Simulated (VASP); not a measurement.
A run of VASP 6.6.1 is set up as follows.

The input INCAR:

```
SYSTEM = MgCd3O4
PREC = Accurate
ENCUT = 600
EDIFF = 1E-6
ISMEAR = 0
SIGMA = 0.1
LREAL = .FALSE.
LASPH = .TRUE.
NELM = 60
ALGO = Normal
ISIF = 3
LWAVE = .FALSE.
LCHARG = .FALSE.
GGA = PE
IBRION = 2
NSW = 90
EDIFFG = -0.04
```

The input KPOINTS:

```
regular mesh
0
G
  4 4 6
  0 0 0
```

Contents of POSCAR:

```
MgCd3O4
1.0
    3.5378538500     -5.0032808900      0.0000000000
    3.5378538500      5.0032808900      0.0000000000
    0.0000000000      0.0000000000      3.5378538500
Mg Cd O
1 3 4
Direct
    0.5000000000      0.5000000000      0.0000000000
    0.0000000000      0.0000000000      0.0000000000
    0.0000000000      0.5000000000      0.5000000000
    0.5000000000      0.0000000000      0.5000000000
    0.7500000000      0.2500000000      0.0000000000
    0.7500000000      0.7500000000      0.5000000000
    0.2500000000      0.2500000000      0.5000000000
    0.2500000000      0.7500000000      0.0000000000
```

Potentials or basis: VASP PAW PBE potentials, release 64 (Mg, Cd, O).

Command:

```sh
$ cat potpaw_PBE.64/Mg/POTCAR potpaw_PBE.64/Cd/POTCAR potpaw_PBE.64/O/POTCAR > POTCAR
$ mpirun -np 1 vasp_std > vasp.out
```

Q: Predict the space group after relaxing (to 0.1 Å).

A: Cmmm (No. 65).

Q: Estimate the relaxed volume.

A: 12.72 Å³/atom.

Stress tensor (GPa, compression positive):
```
-0.14  0.00  0.00
 0.00  0.04  0.00
 0.00  0.00  0.13
```

Caveat: the volume moved by over 15 % at a fixed basis, so the end points are rough.
